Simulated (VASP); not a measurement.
Wanted: the native input for a VASP 6.6.1 run.

* Task: density of states
* Functional: PBE
* Potentials or basis: VASP PAW PBE potentials, release 64 (Ti_sv)
* Cutoff: 520 eV
* k mesh: 15 × 15 × 15
* Occupations: fermi-dirac, width 0.05 eV
* Spin: no spin polarisation
* Dipole correction: no
* k mesh for the DOS: 23 × 23 × 23
* Occupations for the DOS: tetrahedron
* Further INCAR settings: ALGO = Normal; EDIFF = 1e-06

Crystal: Ti.

```
Ti
1.0
     0.00000    2.03000    2.03000
     2.03000    0.00000    2.03000
     2.03000    2.03000    0.00000
Ti
1
Direct
  0.00000 0.00000 0.00000
```

The input as run:

POSCAR

```
Ti
1.0
    0.0000000000      2.0300000000      2.0300000000
    2.0300000000      0.0000000000      2.0300000000
    2.0300000000      2.0300000000      0.0000000000
Ti
1
Direct
    0.0000000000      0.0000000000      0.0000000000
```

INCAR.step1

```
PREC = Accurate
ENCUT = 520
EDIFF = 1E-6
ISMEAR = -1
SIGMA = 0.05
LREAL = F
LASPH = T
NELM = 60
ALGO = Normal
ISIF = 2
LWAVE = F
LCHARG = T
LMAXMIX = 4
GGA = PE
NBANDS = 12
```

KPOINTS.step1

```
regular mesh
0
Gamma
  15 15 15
```

INCAR.step2

```
PREC = Accurate
ENCUT = 520
EDIFF = 1E-6
ISMEAR = -5
SIGMA = 0.05
LREAL = F
LASPH = T
NELM = 60
ALGO = Normal
ISIF = 2
LWAVE = F
LCHARG = F
LMAXMIX = 4
GGA = PE
LORBIT = 10
NEDOS = 2001
ICHARG = 11
```

KPOINTS.step2

```
regular mesh
0
Gamma
  23 23 23
```

Potentials or basis: VASP PAW PBE potentials, release 64 (Ti_sv).

Run with:

```console
$ cat potpaw_PBE.64/Ti_sv/POTCAR > POTCAR
$ cp INCAR.step1 INCAR
$ cp KPOINTS.step1 KPOINTS
$ mpirun -np 1 vasp_std > vasp.out
$ cp INCAR.step2 INCAR
$ cp KPOINTS.step2 KPOINTS
$ mpirun -np 1 vasp_std > vasp.out
```

Results of the run:

- Valence electrons inside the program's atomic spheres: Ti 10.30

Wall time 32 s on 1 thread of AMD EPYC 9R45 96-Core Processor (Zen 5), with other jobs on the host, peak memory 0.15 GiB.
